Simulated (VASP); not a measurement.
# Cs (P6_3/mmc) in VASP: single point with PBEsol

Aim: the single point of Cs with PBEsol.

Program: VASP 6.6.1. These are calculated values, not measurements. Logs are shortened: lines on timing, memory, paths and dates and some standing lists are left out, and cuts for length are marked.

**1. The cell of the first run**

The structure is hexagonal, space group P6_3/mmc (No. 194). Conventional cell: a = 4.771 Å, b = 4.771 Å, c = 16.648 Å, α = 90.00°, β = 90.00°, γ = 120.00°.

This isn't the form of Cs at room conditions, which is bcc.

**2. Single point, PBEsol (Na replaced by Cs, lengths x 1.282, strained)**

Input file INCAR:

```
  PREC = Accurate
  ENCUT = 520
  EDIFF = 1E-6
  ISMEAR = 0
  SIGMA = 0.1
  LREAL = F
  LASPH = T
  NELM = 60
  ALGO = Fast
  ISIF = 2
  LWAVE = F
  LCHARG = T
  GGA = PS
  LELF = T
  LVHAR = T
  NBANDS = 26
```

Input file KPOINTS:

```
Automatic mesh
0
Gamma
  6 6 1
```

Input file POSCAR:

```
Cs
1.0
    4.7713738622      0.0000000000      0.0000000000
   -2.3856869311      4.1321309757      0.0000000000
    0.0000000000      0.0000000000     16.6481189474
Cs
4
Direct
    0.0000000000      0.0000000000      0.0000000000
    0.3333333300      0.6666666700      0.2500000000
    0.0000000000      0.0000000000      0.5000000000
    0.6666666700      0.3333333300      0.7500000000
```

Potentials or basis: VASP PAW PBE potentials, release 64 (Cs_sv).

On the command line:

```console
$ cat potpaw_PBE.64/Cs_sv/POTCAR > POTCAR
$ mpirun -np 1 vasp_std > vasp.out
```

OUTCAR:

```text
PREC = Accurate
   ENCUT = 520
   EDIFF = 1E-6
   ISMEAR = 0
   LREAL = F
   LASPH = T
   NELM = 60
   ISIF = 2
   GGA = PS

 ion  position               nearest neighbor table
   1  0.000  0.000  0.000-
   2  0.333  0.667  0.250-
   3  0.000  0.000  0.500-
   4  0.667  0.333  0.750-

  LATTYP: Found a hexagonal cell.
 ALAT       =     4.7713738622
 C/A-ratio  =     3.4891667323

  Lattice vectors:

 A1 = (   4.7713738622,   0.0000000000,   0.0000000000)
 A2 = (  -2.3856869311,   4.1321309757,   0.0000000000)
 A3 = (   0.0000000000,   0.0000000000,  16.6481189474)

Analysis of symmetry for initial positions (statically):
=====================================================================
 Subroutine PRICEL returns:
 Original cell was already a primitive cell.

 Routine SETGRP: Setting up the symmetry group for a
 hexagonal supercell.

 Subroutine GETGRP returns: Found 24 space group operations
 (whereof 12 operations were pure point group operations)
 out of a pool of 24 trial point group operations.

The static configuration has the point symmetry D_3d.
 The point group associated with its full space group is D_6h.

Analysis of symmetry for dynamics (positions and initial velocities):
=====================================================================
 Subroutine PRICEL returns:
 Original cell was already a primitive cell.

 Routine SETGRP: Setting up the symmetry group for a
 hexagonal supercell.

 Subroutine GETGRP returns: Found 24 space group operations
 (whereof 12 operations were pure point group operations)
 out of a pool of 24 trial point group operations.

The dynamic configuration has the point symmetry D_3d.
 The point group associated with its full space group is D_6h.

 Subroutine INISYM returns: Found 24 space group operations
 (whereof 12 operations are pure point group operations),
 and found     1 'primitive' translations

----------------------------------------------------------------------------------------

[... 69 lines left out ...]
   PREC   = accura    normal or accurate (medium, high low for compatibility)
   ISTART =      0    job   : 0-new  1-cont  2-samecut
   ICHARG =      2    charge: 1-file 2-atom 10-const
   ISPIN  =      1    spin polarized calculation?
   LNONCOLLINEAR =      F non collinear calculations
   LSORBIT =      F    spin-orbit coupling
   LASPH  =      T    aspherical Exc in radial PAW
   ENCUT  =  520.0 eV  38.22 Ry    6.18 a.u.   8.87  8.87 30.95*2*pi/ulx,y,z
   NELM   =     60;   NELMIN=  2; NELMDL= -5     # of ELM steps
   EDIFF  = 0.1E-05   stopping-criterion for ELM
   LREAL  =      F    real-space projection
   EDIFFG = 0.1E-04   stopping-criterion for IOM
   NSW    =      0    number of steps for IOM
   IBRION =     -1    ionic relax: 0-MD 1-quasi-New 2-CG
   NFREE  =      0    steps in history (QN), initial steepest desc. (CG)
   ISIF   =      2    stress and relaxation
   ISYM   =      2    0-nonsym 1-usesym 2-fastsym
   POTIM  = 0.5000    time-step for ionic-motion
   TEBEG  =    0.0;   TEEND  =   0.0 temperature during run
   PSTRESS=    0.0 pullay stress
   NELECT =      36.0000    total number of electrons
   NUPDOWN=      -1.0000    fix difference up-down
   EMIN   =  10.00;   EMAX   =-10.00  energy-range for DOS
   EFERMI =   0.00;   METHOD = LEGACY
   ISMEAR =     0;   SIGMA  =   0.10  broadening in eV -4-tet -1-fermi 0-gaus
   EFERMI_NEDOS =   21; number of points for ismear=-14 and -15
   IALGO  =     68    algorithm
   IMIX   =      4    mixing-type and parameters
     AMIX     =   0.40;   BMIX     =  1.00
     AMIX_MAG =   1.60;   BMIX_MAG =  1.00
  volume/ion in A,a.u.               =      82.06       553.76
  Fermi-wavevector in a.u.,A,eV,Ry     =   0.783637  1.480859  8.355154  0.614086
  Thomas-Fermi vector in A             =   1.887606
   LORBIT       =      0    0 simple, 1 ext, 2 COOP (PROOUT), +10 PAW based schemes
   GGA     = PS    functional components
   LHFCALC =     F    Hartree Fock is set to
   AEXX    =    0.0000 exact exchange contribution
   IVDW    =     0    specifies the selected vdW correction
   LEPSILON=     F    determine dielectric tensor
   LRPA    =     F    only Hartree local field effects (RPA)
 non-spin polarized calculation
 RMM-DIIS sequential band-by-band and
 Gauss-broadening in eV      SIGMA  =   0.10
  energy-cutoff  :      520.00
  volume of cell :      328.23
 maximum number of plane-waves:      8883
 NGX is ok and might be reduce to    36
   NGX = 17   NGY = 17   NGZ = 61

 number of electron      35.9999999 magnetization

 Free energy of the ion-electron system (eV)
  ---------------------------------------------------
  ext. energy  EPLUGINS =         0.00000000
  ---------------------------------------------------
  free energy    TOTEN  =        -3.54474799 eV

  energy without entropy =       -3.51830969  energy(sigma->0) =       -3.53152884

 E-fermi :   1.3515     XC(G=0):  -6.4403

 val. band max:        1.3245638120   @ k =   0.3333   0.1667   0.0000
 cond. band min:       1.4774149139   @ k =   0.3333   0.1667   0.0000
 fundamental gap:      0.1528511019
 Fermi energy:         1.3514976348

 k-point     1 :       0.0000    0.0000    0.0000
  band No.  band energies     occupation
      1     -22.3682      2.00000
      2     -22.3589      2.00000
      3     -22.3556      2.00000
      4     -22.3463      2.00000
      5      -9.3578      2.00000
      6      -9.1883      2.00000
[... 192 lines left out ...]
     25       2.7815      0.00000
     26       2.9253      0.00000

------------------------ aborting loop because EDIFF is reached ----------------------------------------

  FORCE on cell =-STRESS in cart. coord.  units (eV):
  Direction    XX          YY          ZZ          XY          YZ          ZX
  --------------------------------------------------------------------------------------
  -------------------------------------------------------------------------------------
  Total        2.0797342      2.0797342      1.0814046      0.0000000     -0.0000000      0.0000000
  in kB       10.1516284     10.1516284      5.2785677      0.0000000     -0.0000000      0.0000000
  external PRESSURE =       8.5272748 kB  Pullay stress =       0.0000000 kB

 VOLUME and BASIS-vectors are now :
 -----------------------------------------------------------------------------
  energy-cutoff  :      520.00
  volume of cell :      328.23
      direct lattice vectors                 reciprocal lattice vectors
     4.771373862  0.000000000  0.000000000     0.209583241  0.121002941  0.000000000
    -2.385686931  4.132130976  0.000000000     0.000000000  0.242005882  0.000000000
     0.000000000  0.000000000 16.648118947     0.000000000  0.000000000  0.060066846

 POSITION                                       TOTAL-FORCE (eV/Angst)
 -----------------------------------------------------------------------------------
      0.00000      0.00000      0.00000         0.000000      0.000000     -0.000000
     -0.00000      2.75475      4.16203        -0.000000      0.000000     -0.000000
      0.00000      0.00000      8.32406         0.000000      0.000000     -0.000000
      2.38569      1.37738     12.48609         0.000000     -0.000000      0.000000
 -----------------------------------------------------------------------------------
    total drift:                               -0.000000      0.000000     -0.000000

  FREE ENERGIE OF THE ION-ELECTRON SYSTEM (eV)
  ---------------------------------------------------
  free  energy   TOTEN  =        -3.5447479932 eV

  energy  without entropy=       -3.5183096863  energy(sigma->0) =       -3.53152884
```

OSZICAR:

```text
N       E                     dE             d eps       ncg     rms          rms(c)
DAV:   1     0.272828863877E+03    0.27283E+03   -0.12718E+04   364   0.106E+03
DAV:   2     0.323637153372E+02   -0.24047E+03   -0.23442E+03   498   0.185E+02
DAV:   3    -0.284073851327E+01   -0.35204E+02   -0.35022E+02   450   0.747E+01
DAV:   4    -0.355626550833E+01   -0.71553E+00   -0.71474E+00   480   0.129E+01
DAV:   5    -0.356154622971E+01   -0.52807E-02   -0.52791E-02   464   0.115E+00    0.418E-01
RMM:   6    -0.354891655560E+01    0.12630E-01   -0.13359E-02   437   0.433E-01    0.249E-01
RMM:   7    -0.354438238852E+01    0.45342E-02   -0.24399E-02   437   0.558E-01    0.109E-01
RMM:   8    -0.354478391559E+01   -0.40153E-03   -0.94046E-04   453   0.143E-01    0.318E-02
RMM:   9    -0.354474485158E+01    0.39064E-04   -0.43257E-04   494   0.736E-02    0.691E-03
RMM:  10    -0.354474763615E+01   -0.27846E-05   -0.42310E-05   488   0.293E-02    0.334E-03
RMM:  11    -0.354474777481E+01   -0.13866E-06   -0.16013E-05   463   0.138E-02    0.742E-04
RMM:  12    -0.354474799320E+01   -0.21839E-06   -0.18855E-06   344   0.614E-03
   1 F= -.35447480E+01 E0= -.35315288E+01  d E =-.264383E-01
```

It took 81 s on 1 thread of Intel Xeon Platinum 8488C (Sapphire Rapids), shared host; peak memory 0.38 GiB.

What came out:

* Free energy: -3.5447 eV
* Pressure: 0.9 GPa
* Band gap on the k mesh: zero (bands 18 and 19 overlap by 2.01 eV)

Caveat: the k points lie up to 0.38 Å⁻¹ apart, too coarse for converged energies and pressures of a metal; the cell differs from its parent crystal (Na replaced by Cs, lengths x 1.282, strained); the PAW data sets were made with another functional, which shifts forces and pressure a little; spin-orbit coupling is left out, which moves the levels of the heavy elements.
